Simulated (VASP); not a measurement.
Here is a VASP 6.6.1 calculation.

The input INCAR:

```
SYSTEM = Sn
  ALGO = Normal
  EDIFF = 1E-7
  ENCUT = 520
  GGA = PS
  ISIF = 2
  ISMEAR = 0
  LASPH = .TRUE.
  LCHARG = .FALSE.
  LREAL = .FALSE.
  LWAVE = .FALSE.
  NBANDS = 21
  NELM = 100
  PREC = Accurate
  SIGMA = 0.1
```

File KPOINTS:

```
k-points
0
G
  14 14 8
  0 0 0
```

The input POSCAR:

```
Sn
1.0
    3.0233220385     -1.7415155149      0.0000000000
    3.0233220385      1.7415155149      0.0000000000
   -2.1048214547      0.0000000000      6.0645647174
Sn
2
Direct
    0.0914915900      0.0914915900      0.2737078000
    0.9085084100      0.9085084100      0.7262922000
```

Potentials or basis: VASP PAW PBE potentials, release 64 (Sn_d).

The run is started by

```sh
$ cat potpaw_PBE.64/Sn_d/POTCAR > POTCAR
$ mpirun -np 1 vasp_std > vasp.out
```

(1) What does it give for the largest force?

(2) Predict the pressure.

(3) Predict the band gap on the k mesh.

## Answers

(1) 0.107 eV/Å.

(2) -5.8 GPa.

(3) zero (bands 14 and 15 overlap by 7.61 eV).

Caveat: the cell differs from its parent crystal (Pb replaced by Sn, lengths x 0.971, strained); the cell stands under tension; the PAW data sets were made with another functional, which shifts forces and pressure a little; spin-orbit coupling is left out, which moves the levels of the heavy elements.
